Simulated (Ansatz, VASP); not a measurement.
# One calculation of NbSi, two programs

```
Nb Si
1.0
     0.00000    2.57383    2.57383
     2.57383    0.00000    2.57383
     2.57383    2.57383    0.00000
Nb Si
1 1
Cartesian
  0.0000 0.0000 0.0000
  2.5738 2.5738 2.5738
```

Alike in both runs: task single point; functional PBE; k mesh 5 × 5 × 5; occupations fermi-dirac, width 0.03 eV; no spin polarisation.

|  | VASP | Ansatz |
| --- | --- | --- |
| version | VASP 6.6.1 | Ansatz 0.2.0 |
| potentials or method | VASP PAW PBE potentials, release 64 (Nb_sv, Si), cutoff 500 eV | all-electron LAPW, scalar-relativistic |

Ansatz gave:

| Item | Value |
| --- | --- |
| gap on the k mesh at the Fermi level (eV) | none |
| pressure (GPa) | 0.3 |

Task: Estimate VASP's values.

Result: gap on the k mesh at the Fermi level (eV): none; pressure (GPa): 0.1.

A gap of «none» marks a metal or a gap that the smearing closes. Ansatz ran all-electron here, and VASP with PAW potentials.

The k mesh is coarse, so the values compare programs but aren't converged. Noted on Ansatz's run: the k mesh is thin for a metal, which can move the energy by tens of meV per atom.
